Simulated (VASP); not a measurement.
Wanted: the native input for a VASP 6.6.1 run.

```yaml
Task: electric field gradients
Functional: PBEsol
Potentials_or_basis: VASP PAW PBE potentials, release 64 (Sb)
Cutoff: 520 eV
k_mesh: 12 × 12 × 12
Occupations: fermi-dirac, width 0.05 eV
Spin: no spin polarisation
Dipole_correction: no
Further_INCAR_settings: ALGO = Normal; EDIFF = 1e-08; NBANDS = 8
```

The structure of Sb lies in POSCAR:

```
Sb
1.0
    0.0000000000      2.3502075557      2.3502075557
    2.3502075557      0.0000000000      2.3502075557
    2.3502075557      2.3502075557      0.0000000000
Sb
1
Direct
    0.0000000000      0.0000000000      0.0000000000
```

This cell differs from its parent crystal: volume scaled by 1.06.

The input as run:

INCAR

```
SYSTEM = Sb
PREC = Accurate ; ENCUT = 520
EDIFF = 1E-8 ; ISMEAR = -1
SIGMA = 0.05 ; LREAL = .FALSE.
LASPH = .TRUE. ; NELM = 80
ALGO = Normal ; ISIF = 2
LWAVE = .FALSE. ; LCHARG = .FALSE.
GGA = PS ; LEFG = .TRUE.
NBANDS = 8
```

KPOINTS

```
Automatic mesh
0
G
  12 12 12
  0 0 0
```

Potentials or basis: VASP PAW PBE potentials, release 64 (Sb).

Run with:

```sh
$ cat potpaw_PBE.64/Sb/POTCAR > POTCAR
$ mpirun -np 1 vasp_std > vasp.out
```

Results of the run:

| Item | Value |
| --- | --- |
| Pressure | 0.7 GPa |

Caveat: without QUAD_EFG the Cq values of the log hold for a quadrupole moment of 1 mb, not for the nuclei; the PAW data sets were made with another functional, which shifts forces and pressure a little.

It took 14 s on 1 thread of Intel(R) Xeon(R) Platinum 8259CL CPU @ 2.50GHz (Skylake/Cascade Lake), on a shared host, peak memory 0.16 GiB.
